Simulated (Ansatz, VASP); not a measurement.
**Two plane-wave programs on SiC**

INCAR

```
SYSTEM = SiC
ALGO     = Normal         ! electronic algorithm
EDIFF    = 1E-6           ! SCF threshold, eV
ENCUT    = 520            ! plane-wave cutoff, eV
GGA      = PE             ! functional
ISIF     = 2              ! what is computed and relaxed
ISMEAR   = 0              ! smearing method
LASPH    = .TRUE.         ! aspherical terms in the spheres
LCHARG   = .FALSE.        ! write CHGCAR
LREAL    = Auto         
LWAVE    = .FALSE.        ! write WAVECAR
NBANDS   = 86             ! bands
NELM     = 60             ! most SCF steps
PREC     = Accurate       ! precision mode
SIGMA    = 0.01           ! smearing width, eV
```

KPOINTS

```
k-points
0
G
  2 2 2
  0 0 0
```

Contents of POSCAR:

```
SiC
1.0
    3.0941201779     -5.3591733644      0.0000000000
   -6.1882403658      0.0000000058      0.0000000000
    0.0000000000      0.0000000000    -10.1293391949
Si C
16 16
Direct
    0.3333333333      0.1666666667      0.0621558118
    0.8333333333      0.1666666667      0.0621558118
    0.3333333333      0.6666666667      0.0621558118
    0.8333333333      0.6666666667      0.0621558118
    0.1666666667      0.3333333333      0.5621558118
    0.6666666667      0.3333333333      0.5621558118
    0.1666666667      0.8333333333      0.5621558118
    0.6666666667      0.8333333333      0.5621558118
    0.0000000000      0.0000000000      0.3121004437
    0.5000000000      0.0000000000      0.3121004437
    0.0000000000      0.5000000000      0.3121004437
    0.5000000000      0.5000000000      0.3121004437
    0.5000000000      0.0000000000      0.8121004437
    1.0000000000      0.0000000000      0.8121004437
    0.5000000000      0.5000000000      0.8121004437
    1.0000000000      0.5000000000      0.8121004437
    0.3333333333      0.1666666667      0.2501925540
    0.8333333333      0.1666666667      0.2501925540
    0.3333333333      0.6666666667      0.2501925540
    0.8333333333      0.6666666667      0.2501925540
    0.1666666667      0.3333333333      0.7501925540
    0.6666666667      0.3333333333      0.7501925540
    0.1666666667      0.8333333333      0.7501925540
    0.6666666667      0.8333333333      0.7501925540
    0.0000000000      0.5000000000      0.4995521904
    0.5000000000      0.5000000000      0.4995521904
    0.0000000000      1.0000000000      0.4995521904
    0.5000000000      1.0000000000      0.4995521904
    0.5000000000      0.5000000000      0.9995521904
    1.0000000000      0.5000000000      0.9995521904
    0.5000000000      1.0000000000      0.9995521904
    1.0000000000      1.0000000000      0.9995521904
```

Input for Ansatz:

```yaml
crystal:
  lattice:
    - [3.0941201779, -5.3591733644, 0.0]
    - [-6.1882403658, 5.8e-09, 0.0]
    - [0.0, 0.0, -10.1293391949]
  atoms:
    - { symbol: Si, position: [0.3333333333, 0.1666666667, 0.0621558118] }
    - { symbol: Si, position: [0.8333333333, 0.1666666667, 0.0621558118] }
    - { symbol: Si, position: [0.3333333333, 0.6666666667, 0.0621558118] }
    - { symbol: Si, position: [0.8333333333, 0.6666666667, 0.0621558118] }
    - { symbol: Si, position: [0.1666666667, 0.3333333333, 0.5621558118] }
    - { symbol: Si, position: [0.6666666667, 0.3333333333, 0.5621558118] }
    - { symbol: Si, position: [0.1666666667, 0.8333333333, 0.5621558118] }
    - { symbol: Si, position: [0.6666666667, 0.8333333333, 0.5621558118] }
    - { symbol: Si, position: [0.0, 0.0, 0.3121004437] }
    - { symbol: Si, position: [0.5, 0.0, 0.3121004437] }
    - { symbol: Si, position: [0.0, 0.5, 0.3121004437] }
    - { symbol: Si, position: [0.5, 0.5, 0.3121004437] }
    - { symbol: Si, position: [0.5, 0.0, 0.8121004437] }
    - { symbol: Si, position: [1.0, 0.0, 0.8121004437] }
    - { symbol: Si, position: [0.5, 0.5, 0.8121004437] }
    - { symbol: Si, position: [1.0, 0.5, 0.8121004437] }
    - { symbol: C, position: [0.3333333333, 0.1666666667, 0.250192554] }
    - { symbol: C, position: [0.8333333333, 0.1666666667, 0.250192554] }
    - { symbol: C, position: [0.3333333333, 0.6666666667, 0.250192554] }
    - { symbol: C, position: [0.8333333333, 0.6666666667, 0.250192554] }
    - { symbol: C, position: [0.1666666667, 0.3333333333, 0.750192554] }
    - { symbol: C, position: [0.6666666667, 0.3333333333, 0.750192554] }
    - { symbol: C, position: [0.1666666667, 0.8333333333, 0.750192554] }
    - { symbol: C, position: [0.6666666667, 0.8333333333, 0.750192554] }
    - { symbol: C, position: [0.0, 0.5, 0.4995521904] }
    - { symbol: C, position: [0.5, 0.5, 0.4995521904] }
    - { symbol: C, position: [0.0, 1.0, 0.4995521904] }
    - { symbol: C, position: [0.5, 1.0, 0.4995521904] }
    - { symbol: C, position: [0.5, 0.5, 0.9995521904] }
    - { symbol: C, position: [1.0, 0.5, 0.9995521904] }
    - { symbol: C, position: [0.5, 1.0, 0.9995521904] }
    - { symbol: C, position: [1.0, 1.0, 0.9995521904] }
basis:
  ecutwfc: 420
  xc_grid: 2
kpoints:
  mp_grid: { grid: [2, 2, 2], shift: [0.0, 0.0, 0.0] }
hamiltonian:
  xc: pbe
scf:
  occupations: { method: gaussian, width: 0.01 }
output:
  forces: true
  stress: true
  eigenvalues: true
  write_density: true
  write_potential: true
  elf: true
  volumetric_format: npy
```

Alike in both runs: task single point; functional PBE; k mesh 2 × 2 × 2; occupations gaussian, width 0.01 eV; no spin polarisation.

```csv
,VASP,Ansatz
version,VASP 6.6.1,Ansatz 0.2.0
potentials or method,"VASP PAW PBE potentials, release 64 (Si, C), cutoff 520 eV","scalar-relativistic, plane waves, PAW"
valence electrons in the cell,128,128
```

Ansatz gave:

```
gap on the k mesh at the Fermi level (eV)                     : 2.20
least direct gap on the mesh (eV)                             : 2.20
pressure (GPa)                                                : 0.2
traceless stress, the component that is largest in VASP (GPa) : -0.86
rms of the force components (eV/Å)                            : 0.021
```

Q: What did VASP give for the same quantities?

A: gap on the k mesh at the Fermi level (eV): 2.20; least direct gap on the mesh (eV): 2.20; pressure (GPa): 0.1; traceless stress, the component that is largest in VASP (GPa): -0.87; rms of the force components (eV/Å): 0.021.

Atom by atom the forces differ by 0.002 eV/Å (rms over components).

The k mesh is coarse, so the values compare programs but aren't converged.
